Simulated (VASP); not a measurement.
# ZnO (P6_3mc) in VASP: further runs

Runs on ZnO. Level: PBE. Tasks: single point, relaxation of cell and atoms.

Everything below comes from runs of VASP 6.6.1. Logs are shortened: lines on timing, memory, paths and dates and some standing lists are left out, and cuts for length are marked.

## 1. The cell of the first run

It takes space group P6_3mc (No. 186, hexagonal). Conventional cell: a = 3.279 Å, b = 3.279 Å, c = 5.293 Å, α = 90.00°, β = 90.00°, γ = 120.00°. Within 2.6 Å of Zn (site symmetry 3m) lie 4 O at 2.00 to 2.01 Å. Within 2.6 Å of O (site symmetry 3m) lie 4 Zn at 2.00 to 2.01 Å.

## 2. Single point, PBE

INCAR reads:

```
SYSTEM = ZnO
PREC = Accurate
ENCUT = 520
EDIFF = 1E-6
ISMEAR = 0
SIGMA = 0.01
LREAL = .False.
LASPH = .True.
NELM = 60
ALGO = Normal
ISIF = 2
LWAVE = .False.
LCHARG = .True.
GGA = PE
LELF = .True.
LVHAR = .True.
NBANDS = 26
```

KPOINTS reads:

```
Automatic mesh
0
Gamma
  12 12 6
  0 0 0
```

POSCAR reads:

```
ZnO
1.0
    3.2793906907      0.0000000000      0.0000000000
   -1.6396953453      2.8400356471      0.0000000000
    0.0000000000      0.0000000000      5.2932331946
Zn O
2 2
Direct
    0.6666666667      0.3333333333      0.5006044163
    0.3333333333      0.6666666667      0.0006044163
    0.6666666667      0.3333333333      0.8797055837
    0.3333333333      0.6666666667      0.3797055837
```

Potentials or basis: VASP PAW PBE potentials, release 64 (Zn, O).

On the command line:

```sh
$ cat potpaw_PBE.64/Zn/POTCAR potpaw_PBE.64/O/POTCAR > POTCAR
$ mpirun -np 1 vasp_std > vasp.out
```

OUTCAR:

```text
SYSTEM = ZnO
   PREC = Accurate
   ENCUT = 520
   EDIFF = 1E-6
   ISMEAR = 0
   LREAL = .False.
   LASPH = .True.
   NELM = 60
   ISIF = 2
   GGA = PE

 ion  position               nearest neighbor table
   1  0.667  0.333  0.501-   4 2.00   4 2.00   4 2.00   3 2.01
   2  0.333  0.667  0.001-   3 2.00   3 2.00   3 2.00   4 2.01
   3  0.667  0.333  0.880-   2 2.00   2 2.00   2 2.00   1 2.01
   4  0.333  0.667  0.380-   1 2.00   1 2.00   1 2.00   2 2.01

  LATTYP: Found a hexagonal cell.
 ALAT       =     3.2793906907
 C/A-ratio  =     1.6140904497

  Lattice vectors:

 A1 = (   3.2793906907,   0.0000000000,   0.0000000000)
 A2 = (  -1.6396953453,   2.8400356471,   0.0000000000)
 A3 = (   0.0000000000,   0.0000000000,   5.2932331946)

Analysis of symmetry for initial positions (statically):
=====================================================================
 Subroutine PRICEL returns:
 Original cell was already a primitive cell.

 Routine SETGRP: Setting up the symmetry group for a
 hexagonal supercell.

 Subroutine GETGRP returns: Found 12 space group operations
 (whereof  6 operations were pure point group operations)
 out of a pool of 24 trial point group operations.

The static configuration has the point symmetry C_3v.
 The point group associated with its full space group is C_6v.

Analysis of symmetry for dynamics (positions and initial velocities):
=====================================================================
 Subroutine PRICEL returns:
 Original cell was already a primitive cell.

 Routine SETGRP: Setting up the symmetry group for a
 hexagonal supercell.

 Subroutine GETGRP returns: Found 12 space group operations
 (whereof  6 operations were pure point group operations)
 out of a pool of 24 trial point group operations.

The dynamic configuration has the point symmetry C_3v.
 The point group associated with its full space group is C_6v.

 Subroutine INISYM returns: Found 12 space group operations
 (whereof  6 operations are pure point group operations),
 and found     1 'primitive' translations

----------------------------------------------------------------------------------------

                                     Primitive cell

  volume of cell :      49.2990

  direct lattice vectors                    reciprocal lattice vectors
     3.279390691  0.000000000  0.000000000     0.304934695  0.176054128  0.000000000
    -1.639695345  2.840035647  0.000000000     0.000000000  0.352108256  0.000000000
     0.000000000  0.000000000  5.293233195     0.000000000  0.000000000  0.188920451

  length of vectors
     3.279390691  3.279390691  5.293233195     0.352108256  0.352108256  0.188920451

  position of ions in fractional coordinates (direct lattice)
     0.666666667  0.333333333  0.500604416
     0.333333333  0.666666667  0.000604416
     0.666666667  0.333333333  0.879705584
     0.333333333  0.666666667  0.379705584

  ion indices of the primitive-cell ions
   primitive index   ion index
                 1           1
                 2           2
                 3           3
                 4           4

----------------------------------------------------------------------------------------

 KPOINTS: Automatic mesh

Automatic generation of k-mesh.
 Grid dimensions read from file:
 generate k-points for:   12   12    6

 Generating k-lattice:

  Cartesian coordinates                     Fractional coordinates (reciprocal lattice)
     0.025411225  0.014671177  0.000000000     0.083333333 -0.000000000  0.000000000
     0.000000000  0.029342355  0.000000000     0.000000000  0.083333333  0.000000000
     0.000000000  0.000000000  0.031486742     0.000000000  0.000000000  0.166666667

  Length of vectors
     0.029342355  0.029342355  0.031486742

  Shift w.r.t. Gamma in fractional coordinates (k-lattice)
     0.000000000  0.000000000  0.000000000

 Subroutine IBZKPT returns following result:
 ===========================================

 Found     76 irreducible k-points:

 Following reciprocal coordinates:
            Coordinates               Weight
  0.000000  0.000000  0.000000      1.000000
  0.083333  0.000000  0.000000      6.000000
  0.166667  0.000000  0.000000      6.000000
  0.250000  0.000000  0.000000      6.000000
  0.333333  0.000000  0.000000      6.000000
  0.416667  0.000000  0.000000      6.000000
[... 16 lines left out ...]
  0.250000  0.000000  0.166667     12.000000
  0.333333  0.000000  0.166667     12.000000
 [... further k-points ...]
   k-points           NKPTS =     76   k-points in BZ     NKDIM =     76   number of bands    NBANDS=     26
   number of dos      NEDOS =    301   number of ions     NIONS =      4
   total plane-waves  NPLWV =  23040
   dimension x,y,z NGX =    24 NGY =   24 NGZ =   40
   dimension x,y,z NGXF=    48 NGYF=   48 NGZF=   80
   ions per type =               2   2
   NGX,Y,Z   is equivalent  to a cutoff of  12.17, 12.17, 12.56 a.u.
   NGXF,Y,Z  is equivalent  to a cutoff of  24.33, 24.33, 25.13 a.u.
 SYSTEM =  ZnO
   PREC   = accura    normal or accurate (medium, high low for compatibility)
   ISTART =      0    job   : 0-new  1-cont  2-samecut
   ICHARG =      2    charge: 1-file 2-atom 10-const
   ISPIN  =      1    spin polarized calculation?
   LNONCOLLINEAR =      F non collinear calculations
   LSORBIT =      F    spin-orbit coupling
   LASPH  =      T    aspherical Exc in radial PAW
   ENCUT  =  520.0 eV  38.22 Ry    6.18 a.u.   6.10  6.10  9.84*2*pi/ulx,y,z
   NELM   =     60;   NELMIN=  2; NELMDL= -5     # of ELM steps
   EDIFF  = 0.1E-05   stopping-criterion for ELM
   LREAL  =      F    real-space projection
   EDIFFG = 0.1E-04   stopping-criterion for IOM
   NSW    =      0    number of steps for IOM
   IBRION =     -1    ionic relax: 0-MD 1-quasi-New 2-CG
   NFREE  =      0    steps in history (QN), initial steepest desc. (CG)
   ISIF   =      2    stress and relaxation
   ISYM   =      2    0-nonsym 1-usesym 2-fastsym
   POTIM  = 0.5000    time-step for ionic-motion
   TEBEG  =    0.0;   TEEND  =   0.0 temperature during run
   PSTRESS=    0.0 pullay stress
   NELECT =      36.0000    total number of electrons
   NUPDOWN=      -1.0000    fix difference up-down
   EMIN   =  10.00;   EMAX   =-10.00  energy-range for DOS
   EFERMI =   0.00;   METHOD = LEGACY
   ISMEAR =     0;   SIGMA  =   0.01  broadening in eV -4-tet -1-fermi 0-gaus
   EFERMI_NEDOS =   21; number of points for ismear=-14 and -15
   IALGO  =     38    algorithm
   IMIX   =      4    mixing-type and parameters
     AMIX     =   0.40;   BMIX     =  1.00
     AMIX_MAG =   1.60;   BMIX_MAG =  1.00
  volume/ion in A,a.u.               =      12.32        83.17
  Fermi-wavevector in a.u.,A,eV,Ry     =   1.474222  2.785876 29.569973  2.173332
  Thomas-Fermi vector in A             =   2.589020
   LORBIT       =      0    0 simple, 1 ext, 2 COOP (PROOUT), +10 PAW based schemes
   GGA     = PE    functional components
   LHFCALC =     F    Hartree Fock is set to
   AEXX    =    0.0000 exact exchange contribution
   IVDW    =     0    specifies the selected vdW correction
   LEPSILON=     F    determine dielectric tensor
   LRPA    =     F    only Hartree local field effects (RPA)
 non-spin polarized calculation
 Gauss-broadening in eV      SIGMA  =   0.01
  energy-cutoff  :      520.00
  volume of cell :       49.30
 maximum number of plane-waves:      1350
   NGX = 13   NGY = 13   NGZ = 19

 number of electron      36.0000039 magnetization

 Free energy of the ion-electron system (eV)
  ---------------------------------------------------
  ext. energy  EPLUGINS =         0.00000000
  ---------------------------------------------------
  free energy    TOTEN  =       -17.86095710 eV

  energy without entropy =      -17.86095710  energy(sigma->0) =      -17.86095710

 E-fermi :   0.9908     XC(G=0): -10.7259

 val. band max:        0.8957564201   @ k =   0.0000   0.0000   0.0000
 cond. band min:       1.6236970486   @ k =   0.0000   0.0000   0.0000
 fundamental gap:      0.7279406285
 Fermi energy:         0.9908248362

 k-point     1 :       0.0000    0.0000    0.0000
  band No.  band energies     occupation
      1     -16.9231      2.00000
      2     -16.2556      2.00000
      3      -4.6417      2.00000
      4      -4.6417      2.00000
      5      -4.6019      2.00000
      6      -4.4875      2.00000
[... 18 lines left out ...]
     25      14.8279      0.00000
     26      14.8279      0.00000

 k-point     2 :       0.0833    0.0000    0.0000
  band No.  band energies     occupation
      1     -16.8873      2.00000
      2     -16.2396      2.00000
      3      -4.6819      2.00000
      4      -4.6205      2.00000
      5      -4.5775      2.00000
      6      -4.4695      2.00000
[... 18 lines left out ...]
     25      14.7567      0.00000
     26      14.9128      0.00000

 k-point     3 :       0.1667    0.0000    0.0000
  band No.  band energies     occupation
      1     -16.7864      2.00000
      2     -16.1969      2.00000
      3      -4.7734      2.00000
      4      -4.5648      2.00000
      5      -4.5410      2.00000
      6      -4.4588      2.00000
[... 18 lines left out ...]
     25      14.7265      0.00000
     26      14.9969      0.00000

 k-point     4 :       0.2500    0.0000    0.0000
  band No.  band energies     occupation
      1     -16.6403      2.00000
      2     -16.1429      2.00000
      3      -4.8646      2.00000
      4      -4.5496      2.00000
      5      -4.4966      2.00000
      6      -4.3728      2.00000
[... 18 lines left out ...]
     25      14.0585      0.00000
     26      14.8615      0.00000

 k-point     5 :       0.3333    0.0000    0.0000
  band No.  band energies     occupation
      1     -16.4799      2.00000
      2     -16.0983      2.00000
      3      -4.9027      2.00000
      4      -4.5736      2.00000
      5      -4.4413      2.00000
      6      -4.2393      2.00000
[... 18 lines left out ...]
     25      14.1118      0.00000
     26      14.7512      0.00000

 k-point     6 :       0.4167    0.0000    0.0000
  band No.  band energies     occupation
      1     -16.3445      2.00000
      2     -16.0804      2.00000
      3      -4.8712      2.00000
      4      -4.5988      2.00000
      5      -4.4105      2.00000
      6      -4.0938      2.00000
[... 427 lines left out ...]
 k-point    21 :       0.0833    0.0000    0.1667
  band No.  band energies     occupation
      1     -16.8457      2.00000
      2     -16.2848      2.00000
      3      -4.7063      2.00000
      4      -4.6132      2.00000
      5      -4.6109      2.00000
      6      -4.5809      2.00000
[... 18 lines left out ...]
     25      14.1793      0.00000
     26      14.7169      0.00000

 k-point    22 :       0.1667    0.0000    0.1667
  band No.  band energies     occupation
      1     -16.7481      2.00000
      2     -16.2375      2.00000
      3      -4.8014      2.00000
      4      -4.6121      2.00000
      5      -4.5553      2.00000
      6      -4.5017      2.00000
[... 18 lines left out ...]
     25      13.9287      0.00000
     26      14.8019      0.00000

 k-point    23 :       0.2500    0.0000    0.1667
  band No.  band energies     occupation
      1     -16.6072      2.00000
      2     -16.1761      2.00000
      3      -4.8920      2.00000
      4      -4.6329      2.00000
      5      -4.4829      2.00000
      6      -4.3962      2.00000
[... 18 lines left out ...]
     25      14.0613      0.00000
     26      14.7386      0.00000

 k-point    24 :       0.3333    0.0000    0.1667
  band No.  band energies     occupation
      1     -16.4536      2.00000
      2     -16.1228      2.00000
      3      -4.9325      2.00000
      4      -4.6600      2.00000
      5      -4.4218      2.00000
      6      -4.2644      2.00000
[... 18 lines left out ...]
     25      14.1275      0.00000
     26      14.6835      0.00000

 [... further k-points ...]
[... 5 lines left out ...]
  --------------------------------------------------------------------------------------
  -------------------------------------------------------------------------------------
  Total        0.2809608      0.2809608      0.2800800      0.0000000      0.0000000      0.0000000
  in kB        9.1310004      9.1310004      9.1023743      0.0000000      0.0000000      0.0000000
  external PRESSURE =       9.1214583 kB  Pullay stress =       0.0000000 kB

 VOLUME and BASIS-vectors are now :
 -----------------------------------------------------------------------------
  energy-cutoff  :      520.00
  volume of cell :       49.30
      direct lattice vectors                 reciprocal lattice vectors
     3.279390691  0.000000000  0.000000000     0.304934695  0.176054128  0.000000000
    -1.639695345  2.840035647  0.000000000     0.000000000  0.352108256  0.000000000
     0.000000000  0.000000000  5.293233195     0.000000000  0.000000000  0.188920451

 POSITION                                       TOTAL-FORCE (eV/Angst)
 -----------------------------------------------------------------------------------
      1.63970      0.94668      2.64982        -0.000000      0.000000      0.001402
     -0.00000      1.89336      0.00320         0.000000     -0.000000      0.001402
      1.63970      0.94668      4.65649         0.000000     -0.000000     -0.001402
     -0.00000      1.89336      2.00987        -0.000000      0.000000     -0.001402
 -----------------------------------------------------------------------------------
    total drift:                               -0.000001     -0.000001     -0.001054

  FREE ENERGIE OF THE ION-ELECTRON SYSTEM (eV)
  ---------------------------------------------------
  free  energy   TOTEN  =       -17.8609571048 eV

  energy  without entropy=      -17.8609571048  energy(sigma->0) =      -17.86095710
```

Run time: 57 s. Hardware: 1 thread of Intel Xeon 6975P-C, shared host; peak memory 0.22 GiB.

Results:

```
Free energy            : -17.8610 eV
Pressure               : 0.9 GPa
Band gap on the k mesh : 0.73 eV, direct
```

## 3. Relaxation of cell and atoms, PBE

This run uses another cell than the first one, of 11.85 Å³/atom, 0.961 times its volume.

INCAR reads:

```
SYSTEM = ZnO
PREC = Accurate
ENCUT = 600
EDIFF = 1E-7
ISMEAR = 0
SIGMA = 0.02
LREAL = .FALSE.
LASPH = .TRUE.
NELM = 80
ALGO = Normal
ISIF = 3
LWAVE = .FALSE.
LCHARG = .FALSE.
GGA = PE
IBRION = 2
NSW = 100
EDIFFG = -0.005
```

KPOINTS reads:

```
Automatic mesh
0
G
  12 12 6
  0 0 0
```

POSCAR reads:

```
ZnO
1.0
    3.2373510200      0.0000000000      0.0000000000
   -1.6186755100      2.8036282300      0.0000000000
    0.0000000000      0.0000000000      5.2220613000
Zn O
2 2
Direct
    0.6666666700      0.3333333300      0.5005917000
    0.3333333300      0.6666666700      0.0005917000
    0.6666666700      0.3333333300      0.8797183000
    0.3333333300      0.6666666700      0.3797183000
```

Potentials or basis: VASP PAW PBE potentials, release 64 (Zn, O).

On the command line:

```sh
$ cat potpaw_PBE.64/Zn/POTCAR potpaw_PBE.64/O/POTCAR > POTCAR
$ mpirun -np 1 vasp_std > vasp.out
```

It took 2.9 min on 1 thread of Intel Xeon 6975P-C, shared host; peak memory 0.24 GiB.

The run converged. Its results:

```
Free energy                            : -17.8619 eV
Relaxed volume                         : 12.40 Å³/atom
Relaxed cell                           : a = 3.286 Å, b = 3.286 Å, c = 5.302 Å, α = 90.00°, β = 90.00°, γ = 120.00°
Space group after relaxing (to 0.05 Å) : P6_3mc (No. 186)
Energy gained by relaxing              : 10.6 meV/atom
Ionic steps                            : 3
Pressure after relaxing                : 0.0 GPa
Band gap on the k mesh                 : 0.72 eV, direct
```

The path:
| step | energy change (eV) | largest force (eV/Å) | pressure (GPa) | volume (Å³) |
| --- | --- | --- | --- | --- |
| 1 | 0.0000 | 0.0020 | 6.47 | 47.40 |
| 2 | -0.0318 | 0.0006 | -2.79 | 50.76 |
| 3 | -0.0422 | 0.0009 | 0.02 | 49.59 |

Final structure:
```yaml
crystal:
  lattice:
    - [3.28629, 0.00000, 0.00000]
    - [-1.64314, 2.84601, 0.00000]
    - [0.00000, 0.00000, 5.30178]
  atoms:
    - { symbol: Zn, position: [0.66667, 0.33333, 0.50058] }
    - { symbol: Zn, position: [0.33333, 0.66667, 0.00058] }
    - { symbol: O, position: [0.66667, 0.33333, 0.87973] }
    - { symbol: O, position: [0.33333, 0.66667, 0.37973] }
```

Levels at points of the mesh, in eV from the valence-band top:
```
           k point  band 14  band 15  band 16  band 17  band 18  band 19  band 20  band 21  band 22
(0.00, 0.00, 0.00)    -0.75    -0.75    -0.08     0.00     0.00     0.72     5.07     8.06    12.70
(0.50, 0.00, 0.00)    -3.42    -2.70    -2.13    -1.22    -0.79     5.60     6.81     7.52     8.22
(0.00, 0.00, 0.50)    -2.22    -0.37    -0.37    -0.37    -0.37     3.35     3.35     9.89     9.89
(0.50, 0.00, 0.50)    -3.68    -1.42    -1.42    -1.30    -1.30     5.63     5.63     8.19     8.19
```
